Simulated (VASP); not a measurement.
A run of VASP 6.6.1:

Contents of INCAR:

```
PREC = Accurate
ENCUT = 520
EDIFF = 1E-6
ISMEAR = 0
SIGMA = 0.02
LREAL = F
LASPH = T
NELM = 60
ALGO = Normal
ISIF = 2
LWAVE = F
LCHARG = F
GGA = PE
NBANDS = 11
```

Contents of KPOINTS:

```
Automatic mesh
0
Gamma
  8 8 8
```

Contents of POSCAR:

```
MgS
1.0
    0.0000000000      2.5884431476      2.5884431476
    2.5884431476      0.0000000000      2.5884431476
    2.5884431476      2.5884431476      0.0000000000
Mg S
1 1
Direct
    0.0000000000      0.0000000000      0.0000000000
    0.5000000000      0.5000000000      0.5000000000
```

Potentials or basis: VASP PAW PBE potentials, release 64 (Mg, S).

Run with:

```sh
$ cat potpaw_PBE.64/Mg/POTCAR potpaw_PBE.64/S/POTCAR > POTCAR
$ mpirun -np 1 vasp_std > vasp.out
```

Hardware: 1 thread of Intel(R) Xeon(R) 6975P-C (Granite Rapids) (shared host).

How long does it take, and how much memory?

Run time: 5 s on 1 thread of Intel(R) Xeon(R) 6975P-C (Granite Rapids) (shared host), peak memory 0.15 GiB. Counts: scf iterations 12, k points 29.
